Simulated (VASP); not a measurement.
LiF, 2 atoms in the cell. Symmetry: R-3m, No. 166, trigonal system. Conventional cell: a = 2.834 Å, b = 2.834 Å, c = 7.046 Å, α = 90.00°, β = 90.00°, γ = 120.00°. Within 2.7 Å of Li (site symmetry -3m) lie 6 F at 2.01 Å. F (site symmetry -3m) has 6 Li at 2.01 Å within 2.7 Å.  This cell differs from its parent crystal: equal xy, yz and zx shear strains of +1 %.

| Property | Result |
| --- | --- |
| Program | VASP 6.6.1 |
| Task | single point |
| Functional | PBE |
| Potentials or basis | VASP PAW PBE potentials, release 64 (Li_sv, F) |
| Cutoff | 520 eV |
| k mesh | 10 × 10 × 10 |
| Occupations | fermi-dirac, width 0.03 eV |
| Spin | no spin polarisation |
| Dipole correction | no |
| Further INCAR settings | ALGO = Normal; EDIFF = 1e-06; NBANDS = 12 |

Potentials or basis: VASP PAW PBE potentials, release 64 (Li_sv, F).

Command:

```console
$ cat potpaw_PBE.64/Li_sv/POTCAR potpaw_PBE.64/F/POTCAR > POTCAR
$ mpirun -np 1 vasp_std > vasp.out
```

Hardware: 1 thread of Intel(R) Xeon(R) 6975P-C (Granite Rapids), on a shared host.

Q: Estimate the wall time of this run.

A: It took 8.8 s on 1 thread of Intel(R) Xeon(R) 6975P-C (Granite Rapids), with other jobs on the host, peak memory 0.14 GiB. Counts: scf iterations 11, k points 116.
